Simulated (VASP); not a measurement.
# Al3Ni5 (Cmmm) in VASP: single point with PBEsol

Aim: the single point of Al3Ni5 with PBEsol.

Everything below comes from runs of VASP 6.6.1. Logs are shortened: lines on timing, memory, paths and dates and some standing lists are left out, and cuts for length are marked.

### 1 The cell of the first run

Symmetry: Cmmm, No. 65, orthorhombic system. The conventional cell has a = 6.587 Å, b = 7.384 Å, c = 3.720 Å, α = 90.00°, β = 90.00°, γ = 90.00°. Within 3.1 Å of Al (site symmetry mmm) lie 8 Ni at 2.37 to 2.47 Å and 4 Al at 2.78 Å. Al (site symmetry m2m) has 10 Ni at 2.44 to 2.54 Å and 5 Al at 2.78 to 3.32 Å within 3.4 Å. Within 3.3 Å of Ni (site symmetry mmm) lie 6 Al at 2.47 to 3.29 Å and 8 Ni at 2.47 to 2.60 Å. Within 3.3 Å of Ni (site symmetry 2/m) lie 6 Al at 2.47 to 2.49 Å and 8 Ni at 2.47 to 3.29 Å. Within 3.1 Å of Ni (site symmetry 2mm) lie 6 Al at 2.37 to 2.54 Å and 7 Ni at 2.60 to 2.95 Å.

### 2 Single point, PBEsol

Input file INCAR:

```
PREC = Accurate
ENCUT = 520
EDIFF = 1E-6
ISMEAR = 0
SIGMA = 0.1
LREAL = False
LASPH = True
NELM = 100
ALGO = Fast
ISIF = 2
LWAVE = False
LCHARG = True
GGA = PS
LELF = True
LVHAR = True
NBANDS = 40
```

Input file KPOINTS:

```
Automatic mesh
0
Gamma
  8 8 10
```

Input file POSCAR:

```
Al3Ni5
1.0
    3.2933322766     -3.6919375978      0.0000000000
    3.2933322766      3.6919375978      0.0000000000
    0.0000000000      0.0000000000      3.7203545670
Al Ni
3 5
Direct
    0.5000000000      0.5000000000      0.0000000000
    0.7796888787      0.2203111213      0.5000000000
    0.2203111213      0.7796888787      0.5000000000
    0.0000000000      0.0000000000      0.0000000000
    0.0000000000      0.5000000000      0.0000000000
    0.5000000000      0.0000000000      0.0000000000
    0.2762373067      0.2762373067      0.5000000000
    0.7237626933      0.7237626933      0.5000000000
```

Potentials or basis: VASP PAW PBE potentials, release 64 (Al, Ni).

Launch:

```
cat potpaw_PBE.64/Al/POTCAR potpaw_PBE.64/Ni/POTCAR > POTCAR
mpirun -np 1 vasp_std > vasp.out
```

OUTCAR:

```text
PREC = Accurate
   ENCUT = 520
   EDIFF = 1E-6
   ISMEAR = 0
   LREAL = False
   LASPH = True
   NELM = 100
   ISIF = 2
   GGA = PS

 ion  position               nearest neighbor table
   1  0.500  0.500  0.000-   7 2.37   8 2.37   7 2.37   8 2.37   5 2.47   6 2.47   6 2.47   5 2.47
                             2 2.78   3 2.78   2 2.78   3 2.78
   2  0.780  0.220  0.500-   7 2.44   8 2.44   4 2.47   4 2.47   6 2.49   5 2.49   5 2.49   6 2.49
                             8 2.54   7 2.54   1 2.78   1 2.78   3 3.25   3 3.32   3 3.32
   3  0.220  0.780  0.500-   7 2.44   8 2.44   4 2.47   4 2.47   6 2.49   5 2.49   5 2.49   6 2.49
                             8 2.54   7 2.54   1 2.78   1 2.78   2 3.25   2 3.32   2 3.32
   4  0.000  0.000  0.000-   2 2.47   3 2.47   2 2.47   3 2.47   5 2.47   6 2.47   5 2.47   6 2.47
                             7 2.60   8 2.60   7 2.60   8 2.60
   5  0.000  0.500  0.000-   1 2.47   4 2.47   4 2.47   1 2.47   2 2.49   3 2.49   3 2.49   2 2.49
                             7 2.63   8 2.63   7 2.63   8 2.63
   6  0.500  0.000  0.000-   1 2.47   4 2.47   1 2.47   4 2.47   2 2.49   3 2.49   3 2.49   2 2.49
                             7 2.63   8 2.63   7 2.63   8 2.63
   7  0.276  0.276  0.500-   1 2.37   1 2.37   3 2.44   2 2.44   2 2.54   3 2.54   4 2.60   4 2.60
                             5 2.63   6 2.63   5 2.63   6 2.63   8 2.95
   8  0.724  0.724  0.500-   1 2.37   1 2.37   3 2.44   2 2.44   2 2.54   3 2.54   4 2.60   4 2.60
                             5 2.63   6 2.63   5 2.63   6 2.63   7 2.95

  LATTYP: Found a base centered orthorhombic cell.
 ALAT       =     6.5866645532
 B/A-ratio  =     1.1210340432
 C/A-ratio  =     0.5648313402

  Lattice vectors:

 A1 = (   3.2933322766,  -3.6919375978,   0.0000000000)
 A2 = (   3.2933322766,   3.6919375978,   0.0000000000)
 A3 = (   0.0000000000,   0.0000000000,   3.7203545670)

Analysis of symmetry for initial positions (statically):
=====================================================================
 Subroutine PRICEL returns:
 Original cell was already a primitive cell.

 Routine SETGRP: Setting up the symmetry group for a
 base centered orthorhombic supercell.

 Subroutine GETGRP returns: Found  8 space group operations
 (whereof  8 operations were pure point group operations)
 out of a pool of  8 trial point group operations.

The static configuration has the point symmetry D_2h.

Analysis of symmetry for dynamics (positions and initial velocities):
=====================================================================
 Subroutine PRICEL returns:
 Original cell was already a primitive cell.

 Routine SETGRP: Setting up the symmetry group for a
 base centered orthorhombic supercell.

 Subroutine GETGRP returns: Found  8 space group operations
 (whereof  8 operations were pure point group operations)
 out of a pool of  8 trial point group operations.

The dynamic configuration has the point symmetry D_2h.

 Subroutine INISYM returns: Found  8 space group operations
 (whereof  8 operations are pure point group operations),
 and found     1 'primitive' translations

----------------------------------------------------------------------------------------

                                     Primitive cell

  volume of cell :      90.4699

  direct lattice vectors                    reciprocal lattice vectors
     3.293332277 -3.691937598  0.000000000     0.151821911 -0.135430241  0.000000000
     3.293332277  3.691937598  0.000000000     0.151821911  0.135430241  0.000000000
     0.000000000  0.000000000  3.720354567     0.000000000  0.000000000  0.268791585

  length of vectors
     4.947367048  4.947367048  3.720354567     0.203448379  0.203448379  0.268791585

  position of ions in fractional coordinates (direct lattice)
     0.500000000  0.500000000  0.000000000
     0.779688879  0.220311121  0.500000000
     0.220311121  0.779688879  0.500000000
     0.000000000  0.000000000  0.000000000
     1.000000000  0.500000000  0.000000000
     0.500000000  1.000000000  0.000000000
     0.276237307  0.276237307  0.500000000
     0.723762693  0.723762693  0.500000000

  ion indices of the primitive-cell ions
   primitive index   ion index
                 1           1
                 2           2
                 3           3
                 4           4
                 5           5
                 6           6
                 7           7
                 8           8

----------------------------------------------------------------------------------------

 KPOINTS: Automatic mesh

Automatic generation of k-mesh.
 Grid dimensions read from file:
 generate k-points for:    8    8   10

 Generating k-lattice:

  Cartesian coordinates                     Fractional coordinates (reciprocal lattice)
     0.018977739 -0.016928780  0.000000000     0.125000000 -0.000000000  0.000000000
     0.018977739  0.016928780  0.000000000    -0.000000000  0.125000000  0.000000000
     0.000000000  0.000000000  0.026879158     0.000000000  0.000000000  0.100000000

  Length of vectors
     0.025431047  0.025431047  0.026879158

  Shift w.r.t. Gamma in fractional coordinates (k-lattice)
     0.000000000  0.000000000  0.000000000

 Subroutine IBZKPT returns following result:
 ===========================================

 Found    126 irreducible k-points:

 Following reciprocal coordinates:
            Coordinates               Weight
  0.000000  0.000000  0.000000      1.000000
  0.125000  0.000000  0.000000      4.000000
  0.250000  0.000000  0.000000      4.000000
  0.375000  0.000000  0.000000      4.000000
  0.500000  0.000000  0.000000      2.000000
  0.125000  0.125000  0.000000      2.000000
[... 16 lines left out ...]
  0.125000  0.000000  0.100000      8.000000
  0.250000  0.000000  0.100000      8.000000
 [... further k-points ...]
   k-points           NKPTS =    126   k-points in BZ     NKDIM =    126   number of bands    NBANDS=     40
   number of dos      NEDOS =    301   number of ions     NIONS =      8
   total plane-waves  NPLWV =  44800
   dimension x,y,z NGX =    40 NGY =   40 NGZ =   28
   dimension x,y,z NGXF=    80 NGYF=   80 NGZF=   56
   ions per type =               3   5
   NGX,Y,Z   is equivalent  to a cutoff of  13.44, 13.44, 12.51 a.u.
   NGXF,Y,Z  is equivalent  to a cutoff of  26.88, 26.88, 25.02 a.u.
 SYSTEM =  unknown system
   PREC   = accura    normal or accurate (medium, high low for compatibility)
   ISTART =      0    job   : 0-new  1-cont  2-samecut
   ICHARG =      2    charge: 1-file 2-atom 10-const
   ISPIN  =      1    spin polarized calculation?
   LNONCOLLINEAR =      F non collinear calculations
   LSORBIT =      F    spin-orbit coupling
   LASPH  =      T    aspherical Exc in radial PAW
   ENCUT  =  520.0 eV  38.22 Ry    6.18 a.u.   9.20  9.20  6.92*2*pi/ulx,y,z
   NELM   =    100;   NELMIN=  2; NELMDL= -5     # of ELM steps
   EDIFF  = 0.1E-05   stopping-criterion for ELM
   LREAL  =      F    real-space projection
   EDIFFG = 0.1E-04   stopping-criterion for IOM
   NSW    =      0    number of steps for IOM
   IBRION =     -1    ionic relax: 0-MD 1-quasi-New 2-CG
   NFREE  =      0    steps in history (QN), initial steepest desc. (CG)
   ISIF   =      2    stress and relaxation
   ISYM   =      2    0-nonsym 1-usesym 2-fastsym
   POTIM  = 0.5000    time-step for ionic-motion
   TEBEG  =    0.0;   TEEND  =   0.0 temperature during run
   PSTRESS=    0.0 pullay stress
   NELECT =      59.0000    total number of electrons
   NUPDOWN=      -1.0000    fix difference up-down
   EMIN   =  10.00;   EMAX   =-10.00  energy-range for DOS
   EFERMI =   0.00;   METHOD = LEGACY
   ISMEAR =     0;   SIGMA  =   0.10  broadening in eV -4-tet -1-fermi 0-gaus
   EFERMI_NEDOS =   21; number of points for ismear=-14 and -15
   IALGO  =     68    algorithm
   IMIX   =      4    mixing-type and parameters
     AMIX     =   0.40;   BMIX     =  1.00
     AMIX_MAG =   1.60;   BMIX_MAG =  1.00
  volume/ion in A,a.u.               =      11.31        76.32
  Fermi-wavevector in a.u.,A,eV,Ry     =   1.419681  2.682808 27.422461  2.015494
  Thomas-Fermi vector in A             =   2.540676
   LORBIT       =      0    0 simple, 1 ext, 2 COOP (PROOUT), +10 PAW based schemes
   GGA     = PS    functional components
   LHFCALC =     F    Hartree Fock is set to
   AEXX    =    0.0000 exact exchange contribution
   IVDW    =     0    specifies the selected vdW correction
   LEPSILON=     F    determine dielectric tensor
   LRPA    =     F    only Hartree local field effects (RPA)
 non-spin polarized calculation
 RMM-DIIS sequential band-by-band and
 Gauss-broadening in eV      SIGMA  =   0.10
  energy-cutoff  :      520.00
  volume of cell :       90.47
 maximum number of plane-waves:      2461
 NGX is ok and might be reduce to    40
   NGX = 19   NGY = 19   NGZ = 13

 number of electron      58.9999930 magnetization

 Free energy of the ion-electron system (eV)
  ---------------------------------------------------
  ext. energy  EPLUGINS =         0.00000000
  ---------------------------------------------------
  free energy    TOTEN  =       -47.61889827 eV

  energy without entropy =      -47.59810294  energy(sigma->0) =      -47.60850061

 E-fermi :  10.0717     XC(G=0): -12.6260

 val. band max:       10.0701127554   @ k =  -0.3750   0.3750   0.4000
 cond. band min:      10.0731581398   @ k =   0.2500   0.2500   0.4000
 fundamental gap:      0.0030453843
 Fermi energy:        10.0717161805

 k-point     1 :       0.0000    0.0000    0.0000
  band No.  band energies     occupation
      1      -0.8134      2.00000
      2       3.9606      2.00000
      3       4.1086      2.00000
      4       4.9899      2.00000
      5       5.6084      2.00000
      6       5.7505      2.00000
[... 32 lines left out ...]
     39      17.0440      0.00000
     40      17.0729      0.00000

 k-point     2 :       0.1250    0.0000    0.0000
  band No.  band energies     occupation
      1      -0.7150      2.00000
      2       3.3946      2.00000
      3       4.3055      2.00000
      4       5.0147      2.00000
      5       5.5488      2.00000
      6       5.9980      2.00000
[... 935 lines left out ...]
     39      17.3488      0.00000
     40      17.6215      0.00000

 k-point    24 :       0.2500    0.0000    0.1000
  band No.  band energies     occupation
      1      -0.3141      2.00000
      2       2.5822      2.00000
      3       4.5390      2.00000
      4       5.1575      2.00000
      5       5.6240      2.00000
      6       6.0693      2.00000
[... 32 lines left out ...]
     39      17.3036      0.00000
     40      17.5626      0.00000

 [... further k-points ...]
[... 5 lines left out ...]
  --------------------------------------------------------------------------------------
  -------------------------------------------------------------------------------------
  Total        0.0220902      0.1158092      0.1744514      0.0000000      0.0000000      0.0000000
  in kB        0.3912062      2.0509239      3.0894479      0.0000000      0.0000000      0.0000000
  external PRESSURE =       1.8438593 kB  Pullay stress =       0.0000000 kB

 VOLUME and BASIS-vectors are now :
 -----------------------------------------------------------------------------
  energy-cutoff  :      520.00
  volume of cell :       90.47
      direct lattice vectors                 reciprocal lattice vectors
     3.293332277 -3.691937598  0.000000000     0.151821911 -0.135430241  0.000000000
     3.293332277  3.691937598  0.000000000     0.151821911  0.135430241  0.000000000
     0.000000000  0.000000000  3.720354567     0.000000000  0.000000000  0.268791585

 POSITION                                       TOTAL-FORCE (eV/Angst)
 -----------------------------------------------------------------------------------
      3.29333      0.00000      0.00000        -0.000000      0.000000      0.000000
      3.29333     -2.06519      1.86018        -0.000000     -0.009384      0.000000
      3.29333      2.06519      1.86018        -0.000000      0.009384     -0.000000
      0.00000      0.00000      0.00000        -0.000000      0.000000      0.000000
      1.64667      1.84597      0.00000        -0.000000      0.000000      0.000000
      1.64667     -1.84597      0.00000        -0.000000      0.000000      0.000000
      1.81948      0.00000      1.86018        -0.003582      0.000000      0.000000
      4.76718      0.00000      1.86018         0.003582      0.000000      0.000000
 -----------------------------------------------------------------------------------
    total drift:                                0.000000     -0.000000      0.000000

  FREE ENERGIE OF THE ION-ELECTRON SYSTEM (eV)
  ---------------------------------------------------
  free  energy   TOTEN  =       -47.6188982684 eV

  energy  without entropy=      -47.5981029421  energy(sigma->0) =      -47.60850061
```

Wall time 4.1 min (1 thread of Intel Xeon 6975P-C (Granite Rapids), shared host); peak memory 0.44 GiB.

Results:

```yaml
Free_energy: -47.6189 eV
Pressure: 0.2 GPa
Largest_force: 0.009 eV/Å
Band_gap_on_the_k_mesh: zero (an odd number of electrons rules out a gap without spin polarisation)
```

Forces on the atoms (eV/Å):
```
Al   0.000  0.000  0.000
Al   0.000 -0.009  0.000
Al   0.000  0.009  0.000
Ni   0.000  0.000  0.000
Ni   0.000  0.000  0.000
Ni   0.000  0.000  0.000
Ni  -0.004  0.000  0.000
Ni   0.004  0.000  0.000
```

Levels at points of the mesh, in eV from the Fermi level:
```
           k point  band 27  band 28  band 29  band 30  band 31  band 32
(0.00, 0.00, 0.00)    -0.86    -0.74    -0.67    -0.56     0.08     0.45
(0.50, 0.00, 0.00)    -0.99    -0.76    -0.31    -0.28     1.13     2.00
(0.50, 0.50, 0.00)    -1.08    -1.04    -0.56     3.13     3.29     3.56
(0.00, 0.00, 0.50)    -1.21    -1.11    -0.72    -0.71    -0.35     2.14
(0.50, 0.00, 0.50)    -1.15    -1.10    -0.56     0.69     0.97     0.98
(0.50, 0.50, 0.50)    -1.26    -1.25    -1.06    -0.15    -0.13     0.10
```

Caveat: the PAW data sets were made with another functional, which shifts forces and pressure a little.
